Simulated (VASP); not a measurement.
Here is a VASP 6.6.1 calculation.

Contents of INCAR:

```
ALGO = Normal
EDIFF = 1E-7
ENCUT = 520
GGA = PE
ISIF = 2
ISMEAR = 0
LASPH = True
LCHARG = False
LREAL = False
LWAVE = False
NBANDS = 18
NELM = 60
PREC = Accurate
SIGMA = 0.02
```

Contents of KPOINTS:

```
k-points
0
Gamma
  6 6 4
```

File POSCAR:

```
N
1.0
    3.9782847650      0.0000000000      0.0000000000
    0.0000000000      3.9782847650      0.0000000000
    0.0000000000      0.0000000000      5.1272653981
N
4
Direct
    0.8990810566      0.8990810566      0.0000000000
    0.6009189434      0.3990810566      0.5000000000
    0.1009189434      0.1009189434      0.0000000000
    0.3990810566      0.6009189434      0.5000000000
```

Potentials or basis: VASP PAW PBE potentials, release 64 (N).

The run is started by

```bash
$ cat potpaw_PBE.64/N/POTCAR > POTCAR
$ mpirun -np 1 vasp_std > vasp.out
```

Problem. Estimate the band gap on the k mesh.

Solution. 6.34 eV, indirect (least direct gap 6.59 eV).

Problem. Estimate the pressure.

Solution. -3.9 GPa.

Problem. Estimate the largest force.

Solution. 3.214 eV/Å.

Stress tensor (GPa, compression positive):
```
-6.35  0.00  0.00
 0.00 -6.35  0.00
 0.00  0.00  0.97
```

Caveat: the cell differs from its parent crystal (strained); the standard files for N, O and F lose accuracy on very short bonds; forces of over 1 eV/Å act on the atoms, so gaps and moduli don't describe the material at rest. A k mesh can miss the band edges.
